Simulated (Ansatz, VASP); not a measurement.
One calculation of GaP, two programs

The input INCAR:

```
ALGO = Normal
EDIFF = 1E-6
ENCUT = 520
GGA = PE
ISIF = 2
ISMEAR = 0
LASPH = T
LCHARG = F
LREAL = F
LWAVE = F
NBANDS = 16
NELM = 60
PREC = Accurate
SIGMA = 0.05
```

File KPOINTS:

```
k-points
0
Gamma
  8 8 8
```

File POSCAR:

```
GaP
1.0
    0.0000000000      2.8342600000      2.8342600000
    2.8342600000      0.0000000000      2.8342600000
    2.8342600000      2.8342600000      0.0000000000
Ga P
1 1
Direct
    0.0000000000      0.0000000000      0.0000000000
    0.7500000000      0.7500000000      0.7500000000
```

Input for Ansatz:

```yaml
crystal:
  lattice:
    - [0.0, 2.83426, 2.83426]
    - [2.83426, 0.0, 2.83426]
    - [2.83426, 2.83426, 0.0]
  atoms:
    - { symbol: Ga, position: [0.0, 0.0, 0.0] }
    - { symbol: P, position: [0.75, 0.75, 0.75] }
basis:
  ecutwfc: 420
kpoints:
  mp_grid: { grid: [8, 8, 8] }
hamiltonian:
  xc: pbe
scf:
  occupations: { method: gaussian, width: 0.05 }
output:
  forces: true
  stress: true
  eigenvalues: true
```

Change from the starting cell: strain +0.040 along x and y, +0.040 along z, atoms carried along.

Alike in both runs: task single point; functional PBE; k mesh 8 × 8 × 8; occupations gaussian, width 0.05 eV; no spin polarisation.

|  | VASP | Ansatz |
| --- | --- | --- |
| version | VASP 6.6.1 | Ansatz 0.2.0 |
| potentials or method | VASP PAW PBE potentials, release 64 (Ga_d, P), cutoff 520 eV | scalar-relativistic, plane waves, PAW |
| valence electrons in the cell | 18 | 18 |

```tsv
	VASP	Ansatz	Ansatz less VASP
gap on the k mesh at the Fermi level (eV)	0.88	0.89	+0.004
least direct gap on the mesh (eV)	0.88	0.89	+0.004
pressure (GPa)	-5.5	-5.5	+0.03
```
